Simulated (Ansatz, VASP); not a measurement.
## Co: VASP beside Ansatz

The input INCAR:

```
ALGO = Normal
EDIFF = 1E-7
ENCUT = 520
GGA = PE
ISIF = 2
ISMEAR = -1
ISPIN = 2
LASPH = True
LCHARG = False
LMAXMIX = 4
LORBIT = 11
LREAL = False
LWAVE = False
MAGMOM = 2
NBANDS = 14
NELM = 150
PREC = Accurate
SIGMA = 0.05
```

File KPOINTS:

```
k-points
0
Gamma
  22 22 22
```

Contents of POSCAR:

```
Co
1.0
    0.0000000000      1.7566572351      1.7566572351
    1.7566572351      0.0000000000      1.7566572351
    1.7566572351      1.7566572351      0.0000000000
Co
1
Direct
    0.0000000000      0.0000000000      0.0000000000
```

Input for Ansatz:

```yaml
crystal:
  lattice:
    - [0.0, 1.7566572351, 1.7566572351]
    - [1.7566572351, 0.0, 1.7566572351]
    - [1.7566572351, 1.7566572351, 0.0]
  atoms:
    - { symbol: Co, position: [0.0, 0.0, 0.0], spin: 2.0 }
magnetization:
  spin_polarized: true
kpoints:
  mp_grid: { grid: [22, 22, 22] }
  band_path:
    path:
      - [0.0, 0.0, 0.0]
      - [0.5, 0.0, 0.5]
      - [0.625, 0.25, 0.625]
      - [0.375, 0.375, 0.75]
      - [0.0, 0.0, 0.0]
      - [0.5, 0.5, 0.5]
      - [0.5, 0.25, 0.75]
      - [0.5, 0.0, 0.5]
    npoints: 14
scf:
  occupations: { method: fermi_dirac, width: 0.05 }
  mixing: { algorithm: broyden, beta: 0.7, ndim: 8 }
hamiltonian:
  xc: pbe
  pseudopotentials: { kind: all_electron, lapw: { basis_error: 0.001 } }
output:
  forces: true
  stress: true
  eigenvalues: true
  populations: true
```

Alike in both runs: task single point; functional PBE; k mesh 22 × 22 × 22; occupations fermi-dirac, width 0.05 eV; collinear spin.

|  | VASP | Ansatz |
| --- | --- | --- |
| version | VASP 6.6.1 | Ansatz 0.2.0 |
| potentials or method | VASP PAW PBE potentials, release 64 (Co), cutoff 520 eV | all-electron LAPW, scalar-relativistic |

Ansatz gave:

* gap on the k mesh at the Fermi level (eV): none
* pressure (GPa): 1.4
* net moment per atom (μB): 1.65
* size of the moment on the site where the two differ most (μB): 1.70

**Question.** Estimate VASP's values.

**Answer.** gap on the k mesh at the Fermi level (eV): none; pressure (GPa): 0.8; net moment per atom (μB): 1.65; size of the moment on the site where the two differ most (μB): 1.66.

Site moments also hang on the region over which each program counts them. A gap of «none» marks a metal or a gap that the smearing closes. Ansatz ran all-electron here, and VASP with PAW potentials. Ansatz's warnings: stability check not made.
